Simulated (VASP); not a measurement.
A run of VASP 6.6.1 is set up as follows.

Contents of INCAR:

```
PREC     = Accurate       # precision mode
ENCUT    = 600            # plane-wave cutoff, eV
EDIFF    = 1E-8           # SCF threshold, eV
ISMEAR   = 0              # smearing method
SIGMA    = 0.01           # smearing width, eV
LREAL    = F              # projectors in reciprocal space
LASPH    = T              # aspherical terms in the spheres
NELM     = 100            # most SCF steps
ALGO     = Normal         # electronic algorithm
ISIF     = 3              # what is computed and relaxed
LWAVE    = F              # write WAVECAR
LCHARG   = F              # write CHGCAR
GGA      = PE             # functional
IVDW     = 12             # dispersion correction
NBANDS   = 11             # bands
IBRION   = 6              # ionic algorithm
NFREE    = 2            
POTIM    = 0.015          # step
NSW      = 1              # ionic steps
```

KPOINTS

```
Automatic mesh
0
Gamma
  12 12 12
```

Contents of POSCAR:

```
C
1.0
    1.2264699533      0.7081027577      3.0233672474
   -1.2264699533      0.7081027577      3.0233672474
    0.0000000000     -1.4162055154      3.0233672474
C
2
Direct
    0.1664559825      0.1664559825      0.1664559825
    0.8335440175      0.8335440175      0.8335440175
```

Potentials or basis: VASP PAW PBE potentials, release 64 (C).

Run with:

```sh
$ cat potpaw_PBE.64/C/POTCAR > POTCAR
$ mpirun -np 1 vasp_std > vasp.out
```

(1) Predict the Voigt bulk modulus.

(2) Estimate the highest phonon frequency at Γ.

(3) Estimate the dispersion energy per atom.

Answers

(1) 348 GPa.

(2) 1598 cm⁻¹.

(3) -0.176 eV.

Caveat: the cell is under stress, which shifts elastic constants.
